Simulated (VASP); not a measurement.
Wanted: the native input for a VASP 6.6.1 run.

```
Task                   : single point
Functional             : PBE
Potentials or basis    : VASP PAW PBE potentials, release 64 (Cd, S)
Cutoff                 : 520 eV
k mesh                 : 8 × 8 × 8
Occupations            : fermi-dirac, width 0.02 eV
Spin                   : no spin polarisation
Dipole correction      : no
Further INCAR settings : ALGO = Normal; EDIFF = 1e-06; NBANDS = 16
```

The structure of CdS lies in POSCAR:

```
CdS
1.0
    0.0611356687      2.9392148426      2.9392148426
    2.9392148426      0.0611356687      2.9392148426
    3.0003505114      3.0003505114      0.0000000001
Cd S
1 1
Direct
    0.0045966374      0.0045966374     -0.0045966374
    0.2454033626      0.2454033626      0.2545966374
```

This cell differs from its parent crystal: shear xy strain +4.2%.

One way to write it, as run:

INCAR

```
SYSTEM = CdS
PREC     = Accurate       ! precision mode
ENCUT    = 520            ! plane-wave cutoff, eV
EDIFF    = 1E-6           ! SCF threshold, eV
ISMEAR   = -1             ! smearing method
SIGMA    = 0.02           ! smearing width, eV
LREAL    = .False.        ! projectors in reciprocal space
LASPH    = .True.         ! aspherical terms in the spheres
NELM     = 60             ! most SCF steps
ALGO     = Normal         ! electronic algorithm
ISIF     = 2              ! what is computed and relaxed
LWAVE    = .False.        ! write WAVECAR
LCHARG   = .False.        ! write CHGCAR
GGA      = PE             ! functional
NBANDS   = 16             ! bands
```

KPOINTS

```
regular mesh
0
Gamma
  8 8 8
  0 0 0
```

Potentials or basis: VASP PAW PBE potentials, release 64 (Cd, S).

Command:

```bash
$ cat potpaw_PBE.64/Cd/POTCAR potpaw_PBE.64/S/POTCAR > POTCAR
$ mpirun -np 1 vasp_std > vasp.out
```

It gave:

```json
{"Pressure": "1.7 GPa", "Largest force": "0.003 eV/Å", "Band gap on the k mesh": "1.00 eV"}
```

Caveat: the cell differs from its parent crystal (shear xy strain +4.2%); the structure was generated, so it needn't be the stable form of CdS.

Wall time 100 s on 1 thread of Intel Xeon 8259CL (shared host), peak memory 0.22 GiB.
